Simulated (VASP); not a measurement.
MgO:

```xyz
2
Lattice="0.0000 2.2517 2.2517 2.2517 0.0000 2.2517 2.2517 2.2517 0.0000" Properties=species:S:1:pos:R:3 pbc="T T T"
Mg    0.0000    0.0000    0.0000
O     1.1258    1.1258    1.1258
```

This cell differs from its parent crystal: strain -1.3%.

Base run:

| Item | Value |
| --- | --- |
| Program | VASP 6.6.1 |
| Functional | PBE |
| Potentials or basis | VASP PAW PBE potentials, release 64 (Mg, O) |
| Cutoff | 600 eV |
| k mesh | 10 × 10 × 10 |
| Occupations | fermi-dirac, width 0.02 eV |
| Spin | no spin polarisation |

Its results: band gap on the k mesh 3.88 eV, direct; pressure 8.9 GPa.

Question: The run is repeated on the same cell with these changes: functional from PBE to r2SCAN; cutoff from 600 eV to 520 eV; occupations from fermi-dirac, width 0.02 eV to gaussian, width 0.01 eV. What comes out?

Answer: Band gap on the k mesh 4.57 eV, direct; pressure 5.0 GPa.

Caveats: the PAW data sets were made with another functional, which shifts forces and pressure a little (some runs).

